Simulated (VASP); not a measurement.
Input of a VASP 6.6.1 run:

INCAR

```
SYSTEM = B3C
PREC = Accurate ; ENCUT = 520
EDIFF = 1E-6 ; ISMEAR = 0
SIGMA = 0.1 ; LREAL = .FALSE.
LASPH = .TRUE. ; NELM = 100
ALGO = Normal ; ISIF = 2
LWAVE = .FALSE. ; LCHARG = .FALSE.
GGA = PE ; NBANDS = 23
```

The input KPOINTS:

```
Automatic mesh
0
G
  4 4 4
  0 0 0
```

POSCAR

```
B3C
1.0
    5.0697607100      0.0000000000      0.0000000000
    0.0000000000      5.0697607100      0.0000000000
    0.0000000000      0.0000000000      5.0697607100
B C
6 2
Direct
    0.2500000000      0.5000000000      0.0000000000
    0.7500000000      0.5000000000      0.0000000000
    0.0000000000      0.2500000000      0.5000000000
    0.0000000000      0.7500000000      0.5000000000
    0.5000000000      0.0000000000      0.2500000000
    0.5000000000      0.0000000000      0.7500000000
    0.0000000000      0.0000000000      0.0000000000
    0.5000000000      0.5000000000      0.5000000000
```

Potentials or basis: VASP PAW PBE potentials, release 64 (B, C).

The run is started by

```console
$ cat potpaw_PBE.64/B/POTCAR potpaw_PBE.64/C/POTCAR > POTCAR
$ mpirun -np 1 vasp_std > vasp.out
```

Question: What does it give for the band gap on the k mesh?

Answer: Zero (band 13 reaches 1.70 eV, above the bottom of band 14 at 0.21 eV).

Question: Estimate the pressure.

Answer: -24.6 GPa.
